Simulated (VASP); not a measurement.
Write the native input for VASP 6.6.1 that does the following.

```
Task                   : single point
Functional             : PBE
Potentials or basis    : VASP PAW PBE potentials, release 64 (Yb)
Cutoff                 : 520 eV
k mesh                 : 14 × 14 × 14
Occupations            : gaussian, width 0.05 eV
Spin                   : no spin polarisation
Dipole correction      : no
Further INCAR settings : ALGO = Normal; EDIFF = 1e-07; NBANDS = 18
```

The structure of Yb lies in POSCAR:

```
Yb
1.0
    0.0000000000      2.6110321190      2.6110321190
    2.6110321190      0.0000000000      2.6110321190
    2.6110321190      2.6110321190      0.0000000000
Yb
1
Direct
    0.0000000000      0.0000000000      0.0000000000
```

One way to write it, as run:

INCAR

```
SYSTEM = Yb
ALGO = Normal
EDIFF = 1E-7
ENCUT = 520
GGA = PE
ISIF = 2
ISMEAR = 0
LASPH = .True.
LCHARG = .False.
LREAL = .False.
LWAVE = .False.
NBANDS = 18
NELM = 60
PREC = Accurate
SIGMA = 0.05
```

KPOINTS

```
k-points
0
Gamma
  14 14 14
  0 0 0
```

Potentials or basis: VASP PAW PBE potentials, release 64 (Yb).

Launch:

```bash
$ cat potpaw_PBE.64/Yb/POTCAR > POTCAR
$ mpirun -np 1 vasp_std > vasp.out
```

It gave:

* Pressure: -0.3 GPa
* Band gap on the k mesh: 0.02 eV, indirect (least direct gap 0.12 eV)

Caveat: spin-orbit coupling is left out, which moves the levels of the heavy elements.

It took 4 min on 1 thread of AMD EPYC 7R13 Processor (Zen 3) (shared host), peak memory 0.19 GiB.
